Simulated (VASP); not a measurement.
# NaF (ha.bA) (Fm-3m) in VASP: single point with PBEsol

Aim: the single point of NaF (ha.bA) with PBEsol.

Everything below comes from runs of VASP 6.6.1. Logs are shortened: lines on timing, memory, paths and dates and some standing lists are left out, and cuts for length are marked.

### 1 The cell of the first run

The structure is cubic, space group Fm-3m (No. 225). The conventional cell has a = 4.629 Å, b = 4.629 Å, c = 4.629 Å, α = 90.00°, β = 90.00°, γ = 90.00°. Within 3.1 Å of Na (site symmetry m-3m) lie 6 F at 2.31 Å. Within 3.1 Å of F (site symmetry m-3m) lie 6 Na at 2.31 Å.

### 2 Single point, PBEsol

Input file INCAR:

```
SYSTEM = NaF
  ALGO = Normal
  EDIFF = 1E-6
  ENCUT = 600
  GGA = PS
  GGA_COMPAT = .False.
  ISIF = 2
  ISMEAR = 0
  LASPH = .True.
  LCHARG = .True.
  LELF = .True.
  LREAL = .False.
  LVHAR = .True.
  LWAVE = .False.
  NBANDS = 14
  NELM = 120
  PREC = Accurate
  SIGMA = 0.02
```

Input file KPOINTS:

```
k-points
0
Gamma
  8 8 8
  0 0 0
```

Input file POSCAR:

```
NaF
1.0
    0.0000000000      2.3144067019      2.3144067019
    2.3144067019      0.0000000000      2.3144067019
    2.3144067019      2.3144067019      0.0000000000
Na F
1 1
Direct
    0.0000000000      0.0000000000      0.0000000000
    0.5000000000      0.5000000000      0.5000000000
```

Potentials or basis: VASP PAW PBE potentials, release 64 (Na_pv, F).

Command:

```sh
$ cat potpaw_PBE.64/Na_pv/POTCAR potpaw_PBE.64/F/POTCAR > POTCAR
$ mpirun -np 1 vasp_std > vasp.out
```

OUTCAR:

```text
SYSTEM = NaF
   EDIFF = 1E-6
   ENCUT = 600
   GGA = PS
   ISIF = 2
   ISMEAR = 0
   LASPH = .True.
   LREAL = .False.
   NELM = 120
   PREC = Accurate

 ion  position               nearest neighbor table
   1  0.000  0.000  0.000-   2 2.31   2 2.31   2 2.31   2 2.31   2 2.31   2 2.31
   2  0.500  0.500  0.500-   1 2.31   1 2.31   1 2.31   1 2.31   1 2.31   1 2.31

  LATTYP: Found a face centered cubic cell.
 ALAT       =     4.6288134038

  Lattice vectors:

 A1 = (   0.0000000000,   2.3144067019,   2.3144067019)
 A2 = (   2.3144067019,   0.0000000000,   2.3144067019)
 A3 = (   2.3144067019,   2.3144067019,   0.0000000000)

Analysis of symmetry for initial positions (statically):
=====================================================================
 Subroutine PRICEL returns:
 Original cell was already a primitive cell.

 Routine SETGRP: Setting up the symmetry group for a
 face centered cubic supercell.

 Subroutine GETGRP returns: Found 48 space group operations
 (whereof 48 operations were pure point group operations)
 out of a pool of 48 trial point group operations.

The static configuration has the point symmetry O_h .

Analysis of symmetry for dynamics (positions and initial velocities):
=====================================================================
 Subroutine PRICEL returns:
 Original cell was already a primitive cell.

 Routine SETGRP: Setting up the symmetry group for a
 face centered cubic supercell.

 Subroutine GETGRP returns: Found 48 space group operations
 (whereof 48 operations were pure point group operations)
 out of a pool of 48 trial point group operations.

The dynamic configuration has the point symmetry O_h .

 Subroutine INISYM returns: Found 48 space group operations
 (whereof 48 operations are pure point group operations),
 and found     1 'primitive' translations

----------------------------------------------------------------------------------------

                                     Primitive cell

  volume of cell :      24.7941

  direct lattice vectors                    reciprocal lattice vectors
     0.000000000  2.314406702  2.314406702    -0.216038089  0.216038089  0.216038089
     2.314406702  0.000000000  2.314406702     0.216038089 -0.216038089  0.216038089
     2.314406702  2.314406702  0.000000000     0.216038089  0.216038089 -0.216038089

  length of vectors
     3.273065347  3.273065347  3.273065347     0.374188946  0.374188946  0.374188946

  position of ions in fractional coordinates (direct lattice)
     0.000000000  0.000000000  0.000000000
     0.500000000  0.500000000  0.500000000

  ion indices of the primitive-cell ions
   primitive index   ion index
                 1           1
                 2           2

----------------------------------------------------------------------------------------

 KPOINTS: k-points

Automatic generation of k-mesh.
 Grid dimensions read from file:
 generate k-points for:    8    8    8

 Generating k-lattice:

  Cartesian coordinates                     Fractional coordinates (reciprocal lattice)
    -0.027004761  0.027004761  0.027004761     0.125000000  0.000000000  0.000000000
     0.027004761 -0.027004761  0.027004761     0.000000000  0.125000000  0.000000000
     0.027004761  0.027004761 -0.027004761     0.000000000  0.000000000  0.125000000

  Length of vectors
     0.046773618  0.046773618  0.046773618

  Shift w.r.t. Gamma in fractional coordinates (k-lattice)
     0.000000000  0.000000000  0.000000000

 Subroutine IBZKPT returns following result:
 ===========================================

 Found     29 irreducible k-points:

 Following reciprocal coordinates:
            Coordinates               Weight
  0.000000  0.000000  0.000000      1.000000
  0.125000  0.000000  0.000000      8.000000
  0.250000  0.000000  0.000000      8.000000
  0.375000  0.000000  0.000000      8.000000
  0.500000  0.000000  0.000000      4.000000
  0.125000  0.125000  0.000000      6.000000
[... 16 lines left out ...]
  0.500000  0.250000  0.125000     48.000000
 -0.375000  0.250000  0.125000     24.000000
 [... further k-points ...]
   k-points           NKPTS =     29   k-points in BZ     NKDIM =     29   number of bands    NBANDS=     14
   number of dos      NEDOS =    301   number of ions     NIONS =      2
   total plane-waves  NPLWV =  21952
   dimension x,y,z NGX =    28 NGY =   28 NGZ =   28
   dimension x,y,z NGXF=    56 NGYF=   56 NGZF=   56
   ions per type =               1   1
   NGX,Y,Z   is equivalent  to a cutoff of  14.22, 14.22, 14.22 a.u.
   NGXF,Y,Z  is equivalent  to a cutoff of  28.44, 28.44, 28.44 a.u.
 SYSTEM =  NaF
   PREC   = accura    normal or accurate (medium, high low for compatibility)
   ISTART =      0    job   : 0-new  1-cont  2-samecut
   ICHARG =      2    charge: 1-file 2-atom 10-const
   ISPIN  =      1    spin polarized calculation?
   LNONCOLLINEAR =      F non collinear calculations
   LSORBIT =      F    spin-orbit coupling
   LASPH  =      T    aspherical Exc in radial PAW
   ENCUT  =  600.0 eV  44.10 Ry    6.64 a.u.   6.54  6.54  6.54*2*pi/ulx,y,z
   NELM   =    120;   NELMIN=  2; NELMDL= -5     # of ELM steps
   EDIFF  = 0.1E-05   stopping-criterion for ELM
   LREAL  =      F    real-space projection
   EDIFFG = 0.1E-04   stopping-criterion for IOM
   NSW    =      0    number of steps for IOM
   IBRION =     -1    ionic relax: 0-MD 1-quasi-New 2-CG
   NFREE  =      0    steps in history (QN), initial steepest desc. (CG)
   ISIF   =      2    stress and relaxation
   ISYM   =      2    0-nonsym 1-usesym 2-fastsym
   POTIM  = 0.5000    time-step for ionic-motion
   TEBEG  =    0.0;   TEEND  =   0.0 temperature during run
   PSTRESS=    0.0 pullay stress
   NELECT =      14.0000    total number of electrons
   NUPDOWN=      -1.0000    fix difference up-down
   EMIN   =  10.00;   EMAX   =-10.00  energy-range for DOS
   EFERMI =   0.00;   METHOD = LEGACY
   ISMEAR =     0;   SIGMA  =   0.02  broadening in eV -4-tet -1-fermi 0-gaus
   EFERMI_NEDOS =   21; number of points for ismear=-14 and -15
   IALGO  =     38    algorithm
   IMIX   =      4    mixing-type and parameters
     AMIX     =   0.40;   BMIX     =  1.00
     AMIX_MAG =   1.60;   BMIX_MAG =  1.00
  volume/ion in A,a.u.               =      12.40        83.66
  Fermi-wavevector in a.u.,A,eV,Ry     =   1.353114  2.557015 24.911158  1.830918
  Thomas-Fermi vector in A             =   2.480397
   LORBIT       =      0    0 simple, 1 ext, 2 COOP (PROOUT), +10 PAW based schemes
   GGA     = PS    functional components
   LHFCALC =     F    Hartree Fock is set to
   AEXX    =    0.0000 exact exchange contribution
   IVDW    =     0    specifies the selected vdW correction
   LEPSILON=     F    determine dielectric tensor
   LRPA    =     F    only Hartree local field effects (RPA)
 non-spin polarized calculation
 Gauss-broadening in eV      SIGMA  =   0.02
  energy-cutoff  :      600.00
  volume of cell :       24.79
 maximum number of plane-waves:       869
 NGX is ok and might be reduce to    28
   NGX = 13   NGY = 13   NGZ = 13

 number of electron      14.0000006 magnetization

 Free energy of the ion-electron system (eV)
  ---------------------------------------------------
  ext. energy  EPLUGINS =         0.00000000
  ---------------------------------------------------
  free energy    TOTEN  =        -8.77054389 eV

  energy without entropy =       -8.77054389  energy(sigma->0) =       -8.77054389

 E-fermi :  -2.0425     XC(G=0):  -9.3508

 val. band max:       -2.1644782463   @ k =   0.0000   0.0000   0.0000
 cond. band min:       4.0150444724   @ k =   0.0000   0.0000   0.0000
 fundamental gap:      6.1795227186
 Fermi energy:        -2.0425488772

 k-point     1 :       0.0000    0.0000    0.0000
  band No.  band energies     occupation
      1     -21.2277      2.00000
      2     -20.9222      2.00000
      3     -20.9222      2.00000
      4     -20.9222      2.00000
      5      -2.1645      2.00000
      6      -2.1645      2.00000
      7      -2.1645      2.00000
      8       4.0150      0.00000
      9      16.7040      0.00000
     10      16.7040      0.00000
     11      16.7040      0.00000
     12      19.3943      0.00000
     13      21.7856      0.00000
     14      21.7856      0.00000

 k-point     2 :       0.1250    0.0000    0.0000
  band No.  band energies     occupation
      1     -21.4102      2.00000
      2     -20.9240      2.00000
      3     -20.9240      2.00000
      4     -20.7185      2.00000
      5      -2.4684      2.00000
      6      -2.2032      2.00000
      7      -2.2032      2.00000
      8       4.5670      0.00000
      9      14.9229      0.00000
     10      16.9439      0.00000
     11      16.9439      0.00000
     12      21.2089      0.00000
     13      21.2089      0.00000
     14      21.3478      0.00000

 k-point     3 :       0.2500    0.0000    0.0000
  band No.  band energies     occupation
      1     -21.6338      2.00000
      2     -20.9285      2.00000
      3     -20.9285      2.00000
      4     -20.4435      2.00000
      5      -3.0841      2.00000
      6      -2.2956      2.00000
      7      -2.2956      2.00000
      8       5.8901      0.00000
      9      12.8268      0.00000
     10      17.4737      0.00000
     11      17.4737      0.00000
     12      20.5410      0.00000
     13      20.5410      0.00000
     14      22.1056      0.00000

 k-point     4 :       0.3750    0.0000    0.0000
  band No.  band energies     occupation
      1     -21.7820      2.00000
      2     -20.9329      2.00000
      3     -20.9329      2.00000
      4     -20.2431      2.00000
      5      -3.5975      2.00000
      6      -2.3865      2.00000
      7      -2.3865      2.00000
      8       7.4478      0.00000
      9      11.1668      0.00000
     10      17.8075      0.00000
     11      17.8075      0.00000
     12      20.5045      0.00000
     13      20.5045      0.00000
     14      21.6925      0.00000

 k-point     5 :       0.5000    0.0000    0.0000
  band No.  band energies     occupation
      1     -21.8332      2.00000
      2     -20.9347      2.00000
      3     -20.9347      2.00000
      4     -20.1699      2.00000
      5      -3.7902      2.00000
      6      -2.4236      2.00000
      7      -2.4236      2.00000
      8       8.4625      0.00000
      9      10.1985      0.00000
     10      17.8545      0.00000
     11      17.8545      0.00000
[... 276 lines left out ...]
 k-point    22 :       0.3750    0.2500    0.1250
  band No.  band energies     occupation
      1     -21.6132      2.00000
      2     -20.9601      2.00000
      3     -20.9370      2.00000
      4     -20.4228      2.00000
      5      -3.2236      2.00000
      6      -2.4914      2.00000
      7      -2.3809      2.00000
      8       6.9143      0.00000
      9      12.2415      0.00000
     10      16.0733      0.00000
     11      17.7093      0.00000
     12      18.1739      0.00000
     13      22.0749      0.00000
     14      25.0690      0.00000

 k-point    23 :       0.5000    0.2500    0.1250
  band No.  band energies     occupation
      1     -21.6530      2.00000
      2     -20.9757      2.00000
      3     -20.9470      2.00000
      4     -20.3426      2.00000
      5      -3.4299      2.00000
      6      -2.6756      2.00000
      7      -2.4688      2.00000
      8       8.3772      0.00000
      9      11.2647      0.00000
     10      15.1822      0.00000
     11      17.0280      0.00000
     12      19.3178      0.00000
     13      21.3969      0.00000
     14      25.5707      0.00000

 k-point    24 :      -0.3750    0.2500    0.1250
  band No.  band energies     occupation
      1     -21.6674      2.00000
      2     -20.9790      2.00000
      3     -20.9545      2.00000
      4     -20.3113      2.00000
      5      -3.5028      2.00000
      6      -2.7549      2.00000
      7      -2.5077      2.00000
      8       9.4710      0.00000
      9      10.4311      0.00000
     10      14.8864      0.00000
     11      16.7258      0.00000
     12      19.9146      0.00000
     13      20.9813      0.00000
     14      25.7935      0.00000

 [... further k-points ...]
[... 5 lines left out ...]
  --------------------------------------------------------------------------------------
  -------------------------------------------------------------------------------------
  Total       -0.0235895     -0.0235895     -0.0235895      0.0000000      0.0000000      0.0000000
  in kB       -1.5243376     -1.5243376     -1.5243376      0.0000000      0.0000000      0.0000000
  external PRESSURE =      -1.5243376 kB  Pullay stress =       0.0000000 kB

 VOLUME and BASIS-vectors are now :
 -----------------------------------------------------------------------------
  energy-cutoff  :      600.00
  volume of cell :       24.79
      direct lattice vectors                 reciprocal lattice vectors
     0.000000000  2.314406702  2.314406702    -0.216038089  0.216038089  0.216038089
     2.314406702  0.000000000  2.314406702     0.216038089 -0.216038089  0.216038089
     2.314406702  2.314406702  0.000000000     0.216038089  0.216038089 -0.216038089

 POSITION                                       TOTAL-FORCE (eV/Angst)
 -----------------------------------------------------------------------------------
      0.00000      0.00000      0.00000        -0.000000      0.000000      0.000000
      2.31441      2.31441      2.31441         0.000000     -0.000000     -0.000000
 -----------------------------------------------------------------------------------
    total drift:                                0.000000      0.000000      0.000000

  FREE ENERGIE OF THE ION-ELECTRON SYSTEM (eV)
  ---------------------------------------------------
  free  energy   TOTEN  =        -8.7705438913 eV

  energy  without entropy=       -8.7705438913  energy(sigma->0) =       -8.77054389
```

Run time: 26 s. Hardware: 1 thread of Intel Xeon 8259CL, shared host; peak memory 0.15 GiB.

Results:

```yaml
Free_energy: -8.7705 eV
Pressure: -0.2 GPa
Band_gap_on_the_k_mesh: 6.18 eV, direct
```

Caveat: the PAW data sets were made with another functional, which shifts forces and pressure a little. Expect the measured gap to be larger: semilocal functionals such as PBEsol lack the derivative discontinuity.
